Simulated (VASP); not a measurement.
Crystal: TiO2.

```
Ti O
1.0
     4.66037    0.00000    0.00000
     0.00000    4.66037    0.00000
     0.00000    0.00000    2.99816
Ti O
2 4
Direct
  0.00000 0.00000 0.50000
  0.50000 0.50000 0.00000
  0.30432 0.30432 0.50000
  0.19568 0.80432 0.00000
  0.80432 0.19568 0.00000
  0.69568 0.69568 0.50000
```

Base run:

| Quantity | Value |
| --- | --- |
| Program | VASP 6.6.1 |
| Functional | BLYP |
| Potentials or basis | VASP PAW PBE potentials, release 64 (Ti_sv, O) |
| Cutoff | 520 eV |
| k mesh | 6 × 6 × 9 |
| Occupations | fermi-dirac, width 0.05 eV |
| Spin | no spin polarisation |

Its results: band gap on the k mesh 1.74 eV; pressure 1.5 GPa; largest force 0.080 eV/Å.

Q: The run is repeated on the same cell with these changes: functional from BLYP to r2SCAN. What comes out?

A: Band gap on the k mesh 2.10 eV; pressure -8.8 GPa; largest force 0.207 eV/Å.

Caveats: the PAW data sets were made with another functional, which shifts forces and pressure a little; the cell stands under tension (at least some runs).

A k mesh can miss the band edges.
